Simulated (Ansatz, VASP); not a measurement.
## One calculation of Li2Se, two programs

The input INCAR:

```
SYSTEM = Li2Se
ALGO = Normal
EDIFF = 1E-8
ENCUT = 650
GGA = PE
GGA_COMPAT = .False.
ISIF = 2
ISMEAR = -1
LASPH = .True.
LCHARG = .False.
LEFG = .True.
LREAL = .False.
LWAVE = .False.
NBANDS = 13
NELM = 120
PREC = Accurate
SIGMA = 0.02
```

Contents of KPOINTS:

```
k-points
0
Gamma
  8 8 8
  0 0 0
```

Contents of POSCAR:

```
Li2Se
1.0
    0.0000000000      3.0025000000      3.0025000000
    3.0025000000      0.0000000000      3.0025000000
    3.0025000000      3.0025000000      0.0000000000
Li Se
2 1
Direct
    0.2500000000      0.2500000000      0.2500000000
    0.7500000000      0.7500000000      0.7500000000
    0.0000000000      0.0000000000      0.0000000000
```

Input for Ansatz:

```yaml
crystal:
  lattice:
    - [0.0, 3.0025, 3.0025]
    - [3.0025, 0.0, 3.0025]
    - [3.0025, 3.0025, 0.0]
  atoms:
    - { symbol: Li, position: [0.25, 0.25, 0.25] }
    - { symbol: Li, position: [0.75, 0.75, 0.75] }
    - { symbol: Se, position: [0.0, 0.0, 0.0] }
kpoints:
  mp_grid: { grid: [8, 8, 8] }
  band_path:
    path:
      - [0.0, 0.0, 0.0]
      - [0.5, 0.0, 0.5]
      - [0.625, 0.25, 0.625]
      - [0.375, 0.375, 0.75]
      - [0.0, 0.0, 0.0]
      - [0.5, 0.5, 0.5]
      - [0.5, 0.25, 0.75]
      - [0.5, 0.0, 0.5]
    npoints: 8
scf:
  occupations: { method: fermi_dirac, width: 0.02 }
hamiltonian:
  xc: pbe
  pseudopotentials: { kind: all_electron, datasets: crystal }
output:
  forces: true
  stress: true
  eigenvalues: true
  efg: { contact_densities: true }
```

Alike in both runs: task electric field gradients; functional PBE; k mesh 8 × 8 × 8; occupations fermi-dirac, width 0.02 eV; no spin polarisation.

```csv
,VASP,Ansatz
version,VASP 6.6.1,Ansatz 0.2.0
potentials or method,"VASP PAW PBE potentials, release 64 (Li_sv, Se), cutoff 650 eV","all-electron PAW with datasets made for the crystal, scalar-relativistic"
```

```csv
,VASP,Ansatz,Ansatz less VASP
gap on the k mesh at the Fermi level (eV),2.97,2.98,+0.006
pressure (GPa),-0.1,0.0,+0.11
```

Ansatz ran all-electron here, and VASP with PAW potentials.
